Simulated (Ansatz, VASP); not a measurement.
CdTe in VASP and in Ansatz

```
CELL_PARAMETERS angstrom
0.00000 3.27990 3.27990
3.27990 0.00000 3.27990
3.27990 3.27990 0.00000
ATOMIC_POSITIONS crystal
Cd 0.00000 0.00000 0.00000
Te 0.25000 0.25000 0.25000
```

Alike in both runs: task single point; functional PBE; k mesh 4 × 4 × 4; occupations fermi-dirac, width 0.2 eV; no spin polarisation.

```csv
,VASP,Ansatz
version,VASP 6.6.1,Ansatz 0.2.0
potentials or method,"VASP PAW PBE potentials, release 64 (Cd, Te)",plane waves
plane-wave cutoff (eV),520,420
valence electrons in the cell,18,36
```

Ansatz gave:

| Item | Value |
| --- | --- |
| pressure (GPa) | 1.3 |

Task: Which values does VASP return?

Result: Pressure (GPa): 1.4.

The functional is the same, so the differences come from potentials, cutoffs and numerics. VASP's potentials hold 18 valence electrons a cell and Ansatz's 36, so a difference there can come from the potentials and not from the codes.

Spin-orbit coupling is off throughout.
